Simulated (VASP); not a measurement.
# CoSi2 (R3m) in VASP: single point with PBEsol

Aim: the single point of CoSi2 with PBEsol.

All numbers are computed with VASP 6.6.1; they aren't measurements. Logs are shortened: lines on timing, memory, paths and dates and some standing lists are left out, and cuts for length are marked.

### 1 The cell of the first run

Symmetry: R3m, No. 160, trigonal system. The conventional cell has a = 7.513 Å, b = 7.513 Å, c = 9.202 Å, α = 90.00°, β = 90.00°, γ = 120.00°. Co (site symmetry 3m) has 8 Si at 2.23 to 2.30 Å within 2.9 Å. Co (site symmetry m) has 8 Si at 2.30 to 2.33 Å within 3.0 Å. Si (site symmetry 3m) has 4 Co at 2.23 to 2.33 Å and 6 Si at 2.61 to 2.70 Å within 2.9 Å. Within 3.0 Å of Si (site symmetry m) lie 4 Co at 2.30 Å and 6 Si at 2.66 Å. Within 3.0 Å of Si (site symmetry 3m) lie 4 Co at 2.30 Å and 6 Si at 2.66 Å. Within 3.0 Å of Si (site symmetry m) lie 4 Co at 2.30 Å and 6 Si at 2.61 to 2.70 Å.

### 2 Single point, PBEsol (atom 5 (Si) moved +0.075 Å towards its neighbour atom 1 (Co) at 2.300 Å)

Contents of INCAR:

```
PREC     = Accurate       # precision mode
ENCUT    = 520            # plane-wave cutoff, eV
EDIFF    = 1E-6           # SCF threshold, eV
ISMEAR   = 0              # smearing method
SIGMA    = 0.15           # smearing width, eV
LREAL    = False          # projectors in reciprocal space
LASPH    = True           # aspherical terms in the spheres
NELM     = 100            # most SCF steps
ALGO     = Normal         # electronic algorithm
ISIF     = 2              # what is computed and relaxed
LWAVE    = False          # write WAVECAR
LCHARG   = True           # write CHGCAR
GGA      = PS             # functional
LELF     = True           # ELF
LVHAR    = True         
NBANDS   = 46             # bands
```

Contents of KPOINTS:

```
Automatic mesh
0
Gamma
  10 10 10
```

Contents of POSCAR:

```
CoSi2
1.0
    5.3125079440      0.0000000000      0.0000000000
    0.0000000000     -5.3125079440      0.0000000000
    0.0000000000      0.0000000000     -5.3125079440
Co Si
4 8
Direct
    0.0000000000      0.0000000000      0.0000000000
    0.5000000000      0.5000000000      0.0000000000
    0.5000000000      0.0000000000      0.5000000000
    0.0000000000      0.5000000000      0.5000000000
    0.2418491849      0.2418491849      0.2418491849
    0.7500000000      0.7500000000      0.2500000000
    0.7500000000      0.2500000000      0.7500000000
    0.2500000000      0.7500000000      0.7500000000
    0.7500000000      0.7500000000      0.7500000000
    0.2500000000      0.2500000000      0.7500000000
    0.2500000000      0.7500000000      0.2500000000
    0.7500000000      0.2500000000      0.2500000000
```

Potentials or basis: VASP PAW PBE potentials, release 64 (Co, Si).

Started as:

```console
$ cat potpaw_PBE.64/Co/POTCAR potpaw_PBE.64/Si/POTCAR > POTCAR
$ mpirun -np 1 vasp_std > vasp.out
```

OUTCAR:

```text
PREC = Accurate
   ENCUT = 520
   EDIFF = 1E-6
   ISMEAR = 0
   LREAL = False
   LASPH = True
   NELM = 100
   ISIF = 2
   GGA = PS

 ion  position               nearest neighbor table
   1  0.000  0.000  0.000-   5 2.23   6 2.30   7 2.30   8 2.30   9 2.30  10 2.30  11 2.30  12 2.30

   2  0.500  0.500  0.000-   6 2.30   7 2.30   8 2.30   9 2.30  10 2.30  11 2.30  12 2.30   5 2.33

   3  0.500  0.000  0.500-   6 2.30   7 2.30   8 2.30   9 2.30  10 2.30  11 2.30  12 2.30   5 2.33
[... 5 lines left out ...]
   6  0.750  0.750  0.250-   1 2.30   2 2.30   3 2.30   4 2.30   9 2.66  11 2.66  12 2.66   9 2.66
                            12 2.66  11 2.66
   7  0.750  0.250  0.750-   1 2.30   2 2.30   3 2.30   4 2.30   9 2.66  10 2.66  12 2.66  12 2.66
                             9 2.66  10 2.66
   8  0.250  0.750  0.750-   1 2.30   2 2.30   3 2.30   4 2.30   9 2.66  10 2.66  11 2.66  11 2.66
                            10 2.66   9 2.66
   9  0.750  0.750  0.750-   1 2.30   2 2.30   3 2.30   4 2.30   6 2.66   7 2.66   8 2.66   6 2.66
                             7 2.66   8 2.66
  10  0.250  0.250  0.750-   1 2.30   2 2.30   3 2.30   4 2.30   5 2.61   7 2.66   8 2.66   8 2.66
                             7 2.66   5 2.70
  11  0.250  0.750  0.250-   1 2.30   2 2.30   3 2.30   4 2.30   5 2.61   6 2.66   8 2.66   8 2.66
                             6 2.66   5 2.70
  12  0.750  0.250  0.250-   1 2.30   2 2.30   3 2.30   4 2.30   5 2.61   6 2.66   7 2.66   7 2.66
                             6 2.66   5 2.70

  LATTYP: Found a simple cubic cell.
 ALAT       =     5.3125079440

  Lattice vectors:

 A1 = (   5.3125079440,   0.0000000000,   0.0000000000)
 A2 = (   0.0000000000,  -5.3125079440,   0.0000000000)
 A3 = (   0.0000000000,   0.0000000000,  -5.3125079440)

Analysis of symmetry for initial positions (statically):
=====================================================================
 Subroutine PRICEL returns:
 Original cell was already a primitive cell.

 Routine SETGRP: Setting up the symmetry group for a
 simple cubic supercell.

 Subroutine GETGRP returns: Found  6 space group operations
 (whereof  6 operations were pure point group operations)
 out of a pool of 48 trial point group operations.

The static configuration has the point symmetry C_3v.

Analysis of symmetry for dynamics (positions and initial velocities):
=====================================================================
 Subroutine PRICEL returns:
 Original cell was already a primitive cell.

 Routine SETGRP: Setting up the symmetry group for a
 simple cubic supercell.

 Subroutine GETGRP returns: Found  6 space group operations
 (whereof  6 operations were pure point group operations)
 out of a pool of 48 trial point group operations.

The dynamic configuration has the point symmetry C_3v.

 Subroutine INISYM returns: Found  6 space group operations
 (whereof  6 operations are pure point group operations),
 and found     1 'primitive' translations

----------------------------------------------------------------------------------------

                                     Primitive cell

  volume of cell :     149.9335

  direct lattice vectors                    reciprocal lattice vectors
     5.312507944  0.000000000  0.000000000     0.188235013  0.000000000  0.000000000
     0.000000000 -5.312507944  0.000000000     0.000000000 -0.188235013  0.000000000
     0.000000000  0.000000000 -5.312507944     0.000000000  0.000000000 -0.188235013

  length of vectors
     5.312507944  5.312507944  5.312507944     0.188235013  0.188235013  0.188235013

  position of ions in fractional coordinates (direct lattice)
     0.000000000  0.000000000  0.000000000
     0.500000000  0.500000000  0.000000000
     0.500000000  0.000000000  0.500000000
     0.000000000  0.500000000  0.500000000
     0.241849185  0.241849185  0.241849185
     0.750000000  0.750000000  0.250000000
     0.750000000  0.250000000  0.750000000
     0.250000000  0.750000000  0.750000000
     0.750000000  0.750000000  0.750000000
     0.250000000  0.250000000  0.750000000
     0.250000000  0.750000000  0.250000000
     0.750000000  0.250000000  0.250000000

  ion indices of the primitive-cell ions
   primitive index   ion index
                 1           1
                 2           2
                 3           3
                 4           4
                 5           5
                 6           6
                 7           7
                 8           8
                 9           9
                10          10
                11          11
                12          12

----------------------------------------------------------------------------------------

 KPOINTS: Automatic mesh

Automatic generation of k-mesh.
 Grid dimensions read from file:
 generate k-points for:   10   10   10

 Generating k-lattice:

  Cartesian coordinates                     Fractional coordinates (reciprocal lattice)
     0.018823501  0.000000000  0.000000000     0.100000000  0.000000000  0.000000000
     0.000000000 -0.018823501  0.000000000     0.000000000  0.100000000  0.000000000
     0.000000000  0.000000000 -0.018823501     0.000000000  0.000000000  0.100000000

  Length of vectors
     0.018823501  0.018823501  0.018823501

  Shift w.r.t. Gamma in fractional coordinates (k-lattice)
     0.000000000  0.000000000  0.000000000

 Subroutine IBZKPT returns following result:
 ===========================================

 Found    116 irreducible k-points:

 Following reciprocal coordinates:
            Coordinates               Weight
  0.000000  0.000000  0.000000      1.000000
  0.100000  0.000000  0.000000      6.000000
  0.200000  0.000000  0.000000      6.000000
  0.300000  0.000000  0.000000      6.000000
  0.400000  0.000000  0.000000      6.000000
  0.500000  0.000000  0.000000      3.000000
[... 16 lines left out ...]
  0.300000  0.300000  0.000000      6.000000
 -0.300000  0.300000  0.000000      6.000000
 [... further k-points ...]
   k-points           NKPTS =    116   k-points in BZ     NKDIM =    116   number of bands    NBANDS=     46
   number of dos      NEDOS =    301   number of ions     NIONS =     12
   total plane-waves  NPLWV =  64000
   dimension x,y,z NGX =    40 NGY =   40 NGZ =   40
   dimension x,y,z NGXF=    80 NGYF=   80 NGZF=   80
   ions per type =               4   8
   NGX,Y,Z   is equivalent  to a cutoff of  12.52, 12.52, 12.52 a.u.
   NGXF,Y,Z  is equivalent  to a cutoff of  25.03, 25.03, 25.03 a.u.
 SYSTEM =  unknown system
   PREC   = accura    normal or accurate (medium, high low for compatibility)
   ISTART =      0    job   : 0-new  1-cont  2-samecut
   ICHARG =      2    charge: 1-file 2-atom 10-const
   ISPIN  =      1    spin polarized calculation?
   LNONCOLLINEAR =      F non collinear calculations
   LSORBIT =      F    spin-orbit coupling
   LASPH  =      T    aspherical Exc in radial PAW
   ENCUT  =  520.0 eV  38.22 Ry    6.18 a.u.   9.88  9.88  9.88*2*pi/ulx,y,z
   NELM   =    100;   NELMIN=  2; NELMDL= -5     # of ELM steps
   EDIFF  = 0.1E-05   stopping-criterion for ELM
   LREAL  =      F    real-space projection
   EDIFFG = 0.1E-04   stopping-criterion for IOM
   NSW    =      0    number of steps for IOM
   IBRION =     -1    ionic relax: 0-MD 1-quasi-New 2-CG
   NFREE  =      0    steps in history (QN), initial steepest desc. (CG)
   ISIF   =      2    stress and relaxation
   ISYM   =      2    0-nonsym 1-usesym 2-fastsym
   POTIM  = 0.5000    time-step for ionic-motion
   TEBEG  =    0.0;   TEEND  =   0.0 temperature during run
   PSTRESS=    0.0 pullay stress
   NELECT =      68.0000    total number of electrons
   NUPDOWN=      -1.0000    fix difference up-down
   EMIN   =  10.00;   EMAX   =-10.00  energy-range for DOS
   EFERMI =   0.00;   METHOD = LEGACY
   ISMEAR =     0;   SIGMA  =   0.15  broadening in eV -4-tet -1-fermi 0-gaus
   EFERMI_NEDOS =   21; number of points for ismear=-14 and -15
   IALGO  =     38    algorithm
   IMIX   =      4    mixing-type and parameters
     AMIX     =   0.40;   BMIX     =  1.00
     AMIX_MAG =   1.60;   BMIX_MAG =  1.00
  volume/ion in A,a.u.               =      12.49        84.32
  Fermi-wavevector in a.u.,A,eV,Ry     =   1.257800  2.376897 21.525240  1.582060
  Thomas-Fermi vector in A             =   2.391441
   LORBIT       =      0    0 simple, 1 ext, 2 COOP (PROOUT), +10 PAW based schemes
   GGA     = PS    functional components
   LHFCALC =     F    Hartree Fock is set to
   AEXX    =    0.0000 exact exchange contribution
   IVDW    =     0    specifies the selected vdW correction
   LEPSILON=     F    determine dielectric tensor
   LRPA    =     F    only Hartree local field effects (RPA)
 non-spin polarized calculation
 Gauss-broadening in eV      SIGMA  =   0.15
  energy-cutoff  :      520.00
  volume of cell :      149.93
 maximum number of plane-waves:      4076
   NGX = 19   NGY = 19   NGZ = 19

 number of electron      67.9999971 magnetization

 Free energy of the ion-electron system (eV)
  ---------------------------------------------------
  ext. energy  EPLUGINS =         0.00000000
  ---------------------------------------------------
  free energy    TOTEN  =       -83.91921760 eV

  energy without entropy =      -83.87468379  energy(sigma->0) =      -83.89695070

 E-fermi :  10.3240     XC(G=0): -11.9675

 val. band max:       10.3174574406   @ k =  -0.2000   0.3000   0.0000
 cond. band min:      10.3272896496   @ k =   0.5000   0.4000   0.3000
 fundamental gap:      0.0098322090
 Fermi energy:        10.3240224739

 k-point     1 :       0.0000    0.0000    0.0000
  band No.  band energies     occupation
      1      -2.9826      2.00000
      2       1.2043      2.00000
      3       1.2077      2.00000
      4       1.2077      2.00000
      5       2.9645      2.00000
      6       2.9645      2.00000
[... 1165 lines left out ...]
     45      15.5087      0.00000
     46      15.5185      0.00000

 [... further k-points ...]

------------------------ aborting loop because EDIFF is reached ----------------------------------------

  FORCE on cell =-STRESS in cart. coord.  units (eV):
  Direction    XX          YY          ZZ          XY          YZ          ZX
  --------------------------------------------------------------------------------------
  -------------------------------------------------------------------------------------
  Total        0.1574591      0.1574591      0.1574591     -0.4494661      0.4494661     -0.4494661
  in kB        1.6825950      1.6825950      1.6825950     -4.8029579      4.8029579     -4.8029579
  external PRESSURE =       1.6825950 kB  Pullay stress =       0.0000000 kB

 VOLUME and BASIS-vectors are now :
 -----------------------------------------------------------------------------
  energy-cutoff  :      520.00
  volume of cell :      149.93
      direct lattice vectors                 reciprocal lattice vectors
     5.312507944  0.000000000  0.000000000     0.188235013  0.000000000  0.000000000
     0.000000000 -5.312507944  0.000000000     0.000000000 -0.188235013  0.000000000
     0.000000000  0.000000000 -5.312507944     0.000000000  0.000000000 -0.188235013

 POSITION                                       TOTAL-FORCE (eV/Angst)
 -----------------------------------------------------------------------------------
      0.00000      0.00000      0.00000        -0.227204      0.227204      0.227204
      2.65625     -2.65625      0.00000        -0.068877      0.068877     -0.044934
      2.65625      0.00000     -2.65625        -0.068877     -0.044934      0.068877
      0.00000     -2.65625     -2.65625         0.044934      0.068877      0.068877
      1.28483     -1.28483     -1.28483         0.499278     -0.499278     -0.499278
      3.98438     -3.98438     -1.32813        -0.023825      0.023825      0.006134
      3.98438     -1.32813     -3.98438        -0.023825      0.006134      0.023825
      1.32813     -3.98438     -3.98438        -0.006134      0.023825      0.023825
      3.98438     -3.98438     -3.98438        -0.019017      0.019017      0.019017
      1.32813     -1.32813     -3.98438         0.012926     -0.012926      0.132304
      1.32813     -3.98438     -1.32813         0.012926      0.132304     -0.012926
      3.98438     -1.32813     -1.32813        -0.132304     -0.012926     -0.012926
 -----------------------------------------------------------------------------------
    total drift:                               -0.000012      0.000012      0.000012

  FREE ENERGIE OF THE ION-ELECTRON SYSTEM (eV)
  ---------------------------------------------------
  free  energy   TOTEN  =       -83.9192176042 eV

  energy  without entropy=      -83.8746837929  energy(sigma->0) =      -83.89695070
```

It took 5.7 min on 1 thread of Intel Xeon 6975P-C (Granite Rapids), shared host; peak memory 0.66 GiB.

Results:

```
Free energy            : -83.9192 eV
Pressure               : 0.2 GPa
Largest force          : 0.865 eV/Å
Band gap on the k mesh : zero (bands 34 and 35 overlap by 1.57 eV)
```

Forces on the atoms (eV/Å):
```
Co  -0.227  0.227  0.227
Co  -0.069  0.069 -0.045
Co  -0.069 -0.045  0.069
Co   0.045  0.069  0.069
Si   0.499 -0.499 -0.499
Si  -0.024  0.024  0.006
Si  -0.024  0.006  0.024
Si  -0.006  0.024  0.024
Si  -0.019  0.019  0.019
Si   0.013 -0.013  0.132
Si   0.013  0.132 -0.013
Si  -0.132 -0.013 -0.013
```

Caveat: the cell differs from its parent crystal (atom 5 (Si) moved +0.075 Å towards its neighbour atom 1 (Co) at 2.300 Å); the PAW data sets were made with another functional, which shifts forces and pressure a little; the run has no spin polarisation, though such a crystal can be magnetic. Spin polarisation is off, so any magnetic state and its effect on volume and gap are missing.
